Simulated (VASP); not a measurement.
Input of a VASP 6.6.1 run:

The input INCAR:

```
ALGO = Normal ; EDIFF = 1E-6
ENCUT = 520 ; GGA = PE
ISIF = 2 ; ISMEAR = 0
LASPH = T ; LCHARG = F
LREAL = F ; LWAVE = F
NBANDS = 12 ; NELM = 80
PREC = Accurate ; SIGMA = 0.05
```

The input KPOINTS:

```
k-points
0
Gamma
  10 10 10
```

POSCAR

```
LiF
1.0
    0.0000000000      2.0240700000      2.0140000000
    2.0140000000      0.0000000000      2.0140000000
    2.0140000000      2.0240700000      0.0000000000
Li F
1 1
Direct
    0.0000000000      0.0000000000      0.0000000000
    0.5000000000      0.5000000000      0.5000000000
```

Potentials or basis: VASP PAW PBE potentials, release 64 (Li_sv, F).

Command:

```bash
$ cat potpaw_PBE.64/Li_sv/POTCAR potpaw_PBE.64/F/POTCAR > POTCAR
$ mpirun -np 1 vasp_std > vasp.out
```

Task: Predict the band gap on the k mesh.

Result: 9.04 eV, direct.

Caveat: the cell differs from its parent crystal (strain +0.0050 x Voigt [0, 1, 0, 0, 0, 0]). A k mesh can miss the band edges.
